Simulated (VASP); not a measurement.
Wanted: the native input for a VASP 6.6.1 run.

```
Task                   : single point
Functional             : PBE
Dispersion             : D3(BJ)
Potentials or basis    : VASP PAW PBE potentials, release 64 (N, H, Si, F)
Cutoff                 : 520 eV
k mesh                 : 1 × 1 × 1
Occupations            : fermi-dirac, width 0.02 eV
Spin                   : no spin polarisation
Dipole correction      : no
Further INCAR settings : ALGO = Normal; EDIFF = 1e-06; NBANDS = 79
```

The structure of SiH3NF4 lies in POSCAR:

```
SiH3NF4
1.0
    7.2641350000     -0.6425730000     -0.5025730000
   -0.6425730000      7.5330530000     -0.2297900000
   -0.5025730000     -0.2297900000      6.2091010000
N H Si F
3 9 3 12
Direct
    0.8357169535      0.1909333268      0.6784530233
    0.4719607998      0.1087297886      0.3424778842
    0.4085078823      0.7614410559     -0.1415218448
    0.6953194991      0.1846067490      0.6874054056
    0.8868560307      0.3058156567      0.6238557362
    0.8323591219      0.0794247745      0.5794836064
    0.5276340796      0.2256532868      0.2785793807
    0.4669839979      0.0062622935      0.2210839478
    0.3366595082      0.1120463912      0.3604294920
    0.5475734744      0.8007695008     -0.0714427954
    0.3482235756      0.8735976315     -0.1675521518
    0.3524016764      0.6817136172     -0.0311545037
    0.9486836733      0.7359301564      0.2994140682
    0.3977152787      0.6130225381      0.5560301580
   -0.0134036699      0.1951045378     -0.0285231712
    0.9640846628      0.5503063439      0.3755258315
    1.0810158340      0.7878329989      0.1277520716
    0.7425393940      0.6967286703      0.1486497855
    0.9069199534      0.8617753141      0.4875618598
    0.6225784873      0.6438509142      0.6175679281
    0.2537033420      0.7477403664      0.5063096427
    0.3861125957      0.5508502102      0.2966982878
    0.2947812051      0.4311181327      0.6180308084
    0.0166788099      0.4256493151     -0.0603964607
   -0.1919581319      0.0645786635      0.0383898662
    0.1357854860      0.0988684355     -0.1517512605
    0.0955890068      0.2216854496      0.2217038430
```

These files were run (other wordings do the same):

INCAR

```
PREC = Accurate ; ENCUT = 520
EDIFF = 1E-6 ; ISMEAR = -1
SIGMA = 0.02 ; LREAL = False
LASPH = True ; NELM = 120
ALGO = Normal ; ISIF = 2
LWAVE = False ; LCHARG = False
GGA = PE ; IVDW = 12
NBANDS = 79 ; GGA_COMPAT = False
```

KPOINTS

```
Automatic mesh
0
Gamma
  1 1 1
```

Potentials or basis: VASP PAW PBE potentials, release 64 (N, H, Si, F).

The run is started by

```bash
$ cat potpaw_PBE.64/N/POTCAR potpaw_PBE.64/H/POTCAR potpaw_PBE.64/Si/POTCAR potpaw_PBE.64/F/POTCAR > POTCAR
$ mpirun -np 1 vasp_gam > vasp.out
```

Results of the run:

| Property | Result |
| --- | --- |
| Pressure | 1.5 GPa |
| Largest force | 2.906 eV/Å |
| Dispersion energy per atom | -0.054 eV |

Caveat: the k points lie up to 1.02 Å⁻¹ apart; the atoms stand as in a frame of molecular dynamics.

It took 70 s on 1 thread of Intel Xeon 8259CL (shared host), peak memory 0.37 GiB.
